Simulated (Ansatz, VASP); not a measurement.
This is a calculation of CdGeAs2 for Ansatz 0.2.0.

The input input.yaml:

```yaml
crystal:
  lattice:
    - [-3.0282063701, 3.0282063701, 5.7388354475]
    - [3.0282063701, -3.0282063701, 5.7388354475]
    - [3.0282063701, 3.0282063701, -5.7388354475]
  atoms:
    - { symbol: Cd, position: [0.5, 0.5, 0.0] }
    - { symbol: Cd, position: [0.25, 0.75, 0.5] }
    - { symbol: As, position: [0.09621757, 0.125, 0.47121757] }
    - { symbol: As, position: [0.375, 0.90378243, 0.02878243] }
    - { symbol: As, position: [0.65378243, 0.625, 0.52878243] }
    - { symbol: As, position: [0.875, 0.34621757, 0.97121757] }
    - { symbol: Ge, position: [0.75, 0.25, 0.5] }
    - { symbol: Ge, position: [0.0, 0.0, 0.0] }
kpoints:
  mp_grid: { grid: [6, 6, 6] }
scf:
  occupations: { method: fermi_dirac, width: 0.05 }
hamiltonian:
  xc: pbesol
  pseudopotentials: { kind: all_electron, lapw: { basis_error: 0.001 } }
output:
  forces: true
  stress: true
  eigenvalues: true
```

Potentials or basis: all-electron LAPW, scalar-relativistic.

Run with:

```sh
$ ansatz run input.yaml --threads 4 --pin off --max-ram 12288MiB --backend cpu --events-out ev --progress --plain --runs-dir out
```

Problem. Set up the same calculation for VASP 6.6.1. Potentials there: VASP PAW PBE potentials, release 64 (Cd, As, Ge_d).

Solution. As run (the cutoff follows the program's own potentials):

INCAR

```
SYSTEM = CdGeAs2
PREC     = Accurate       ! precision mode
ENCUT    = 520            ! plane-wave cutoff, eV
EDIFF    = 1E-6           ! SCF threshold, eV
ISMEAR   = -1             ! smearing method
SIGMA    = 0.05           ! smearing width, eV
LREAL    = .FALSE.        ! projectors in reciprocal space
LASPH    = .TRUE.         ! aspherical terms in the spheres
NELM     = 80             ! most SCF steps
ALGO     = Normal         ! electronic algorithm
ISIF     = 2              ! what is computed and relaxed
LWAVE    = .FALSE.        ! write WAVECAR
LCHARG   = .TRUE.         ! write CHGCAR
GGA      = PS             ! functional
LELF     = .TRUE.         ! ELF
LVHAR    = .TRUE.       
NBANDS   = 46             ! bands
```

Contents of KPOINTS:

```
Automatic mesh
0
G
  6 6 6
  0 0 0
```

File POSCAR:

```
CdGeAs2
1.0
   -3.0282063701      3.0282063701      5.7388354475
    3.0282063701     -3.0282063701      5.7388354475
    3.0282063701      3.0282063701     -5.7388354475
Cd As Ge
2 4 2
Direct
    0.5000000000      0.5000000000      0.0000000000
    0.2500000000      0.7500000000      0.5000000000
    0.0962175700      0.1250000000      0.4712175700
    0.3750000000      0.9037824300      0.0287824300
    0.6537824300      0.6250000000      0.5287824300
    0.8750000000      0.3462175700      0.9712175700
    0.7500000000      0.2500000000      0.5000000000
    0.0000000000      0.0000000000      0.0000000000
```

Potentials or basis: VASP PAW PBE potentials, release 64 (Cd, As, Ge_d).

Launch:

```sh
$ cat potpaw_PBE.64/Cd/POTCAR potpaw_PBE.64/As/POTCAR potpaw_PBE.64/Ge_d/POTCAR > POTCAR
$ mpirun -np 1 vasp_std > vasp.out
```

Both were run:

|  | VASP | Ansatz | Ansatz less VASP |
| --- | --- | --- | --- |
| gap on the k mesh at the Fermi level (eV) | 0.18 | 0.18 | 0.000 |
| least direct gap on the mesh (eV) | 0.21 | 0.21 | +0.002 |
| pressure (GPa) | -2.6 | -2.8 | -0.19 |
| traceless stress, the component that is largest in VASP (GPa) | 0.11 | 0.11 | +0.004 |
| rms of the force components (eV/Å) | 0.052 | 0.054 | +0.0024 |

VASP's potentials were made for PBE, not for PBEsol. Atom by atom the forces differ by 0.002 eV/Å (rms over components). Ansatz ran all-electron here, and VASP with PAW potentials.
